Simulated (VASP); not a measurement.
Input of a VASP 6.6.1 run:

INCAR

```
SYSTEM = La
PREC = Accurate
ENCUT = 520
EDIFF = 1E-7
ISMEAR = -1
SIGMA = 0.05
LREAL = .False.
LASPH = .True.
NELM = 100
ALGO = Normal
ISIF = 2
LWAVE = .False.
LCHARG = .False.
GGA = PS
NBANDS = 12
```

The input KPOINTS:

```
Automatic mesh
0
Gamma
  9 9 9
  0 0 0
```

Contents of POSCAR:

```
La
1.0
   -2.1378965873      2.1378965873      2.1378965873
    2.1378965873     -2.1378965873      2.1378965873
    2.1378965873      2.1378965873     -2.1378965873
La
1
Direct
    0.0000000000      0.0000000000      0.0000000000
```

Potentials or basis: VASP PAW PBE potentials, release 64 (La).

Launch:

```sh
$ cat potpaw_PBE.64/La/POTCAR > POTCAR
$ mpirun -np 1 vasp_std > vasp.out
```

Estimate the pressure.

-2.9 GPa.

Caveat: the PAW data sets were made with another functional, which shifts forces and pressure a little.
